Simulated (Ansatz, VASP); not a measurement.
One calculation of C, two programs

The input INCAR:

```
PREC = Accurate
ENCUT = 600
EDIFF = 1E-6
ISMEAR = 0
SIGMA = 0.15
LREAL = False
LASPH = True
NELM = 120
ALGO = Normal
ISIF = 2
LWAVE = False
LCHARG = False
GGA = PS
IVDW = 12
NBANDS = 16
GGA_COMPAT = False
```

KPOINTS

```
regular mesh
0
Gamma
  18 12 10
```

POSCAR

```
C
1.0
   -2.4576582504      0.0000000000      0.0000000000
    0.0000000000      0.0000000000     -3.5294825081
    0.0000000000     -4.2567889574      0.0000000000
C
4
Direct
    0.5000000000      0.0000000000      0.1842855810
    0.0000000000      0.0000000000      0.6631428838
    0.0000000000      0.0000000000      0.3157144190
    0.5000000000      0.0000000000      0.8368571162
```

Input for Ansatz:

```yaml
crystal:
  lattice:
    - [-2.4576582504, 0.0, 0.0]
    - [0.0, 0.0, -3.5294825081]
    - [0.0, -4.2567889574, 0.0]
  atoms:
    - { symbol: C, position: [0.5, 0.0, 0.184285581] }
    - { symbol: C, position: [0.0, 0.0, 0.6631428838] }
    - { symbol: C, position: [0.0, 0.0, 0.315714419] }
    - { symbol: C, position: [0.5, 0.0, 0.8368571162] }
basis:
  ecutwfc: 520.0
kpoints:
  mp_grid: { grid: [18, 12, 10] }
hamiltonian:
  xc: pbesol
  pseudopotentials: { kind: paw, azcp: { folder: soft_1 } }
  dispersion: d3bj
scf:
  occupations: { method: gaussian, width: 0.15 }
output:
  forces: true
  stress: true
  eigenvalues: true
  write_density: true
  write_potential: true
  elf: true
  volumetric_format: npy
```

Change from the starting cell: mode 8 frozen in at -0.045 Å and mode 12 at -0.030 Å (largest displacements).

Alike in both runs: task single point; functional PBEsol; dispersion D3(BJ); k mesh 18 × 12 × 10; occupations gaussian, width 0.15 eV; no spin polarisation.

|  | VASP | Ansatz |
| --- | --- | --- |
| version | VASP 6.6.1 | Ansatz 0.2.0 |
| potentials or method | VASP PAW PBE potentials, release 64 (C), cutoff 600 eV | scalar-relativistic, plane waves, PAW |
| valence electrons in the cell | 16 | 16 |

VASP gave:

```
gap on the k mesh at the Fermi level (eV)                     : none
pressure (GPa)                                                : 3.1
traceless stress, the component that is largest in VASP (GPa) : 10.70
rms of the force components (eV/Å)                            : 2.733
```

Estimate Ansatz's values.

gap on the k mesh at the Fermi level (eV): none; pressure (GPa): 2.8; traceless stress, the component that is largest in VASP (GPa): 10.32; rms of the force components (eV/Å): 2.736.

VASP's potentials were made for PBE, not for PBEsol, and Ansatz warns of the same on its side. Atom by atom the forces differ by 0.007 eV/Å (rms over components). A gap of «none» marks a metal or a gap that the smearing closes.
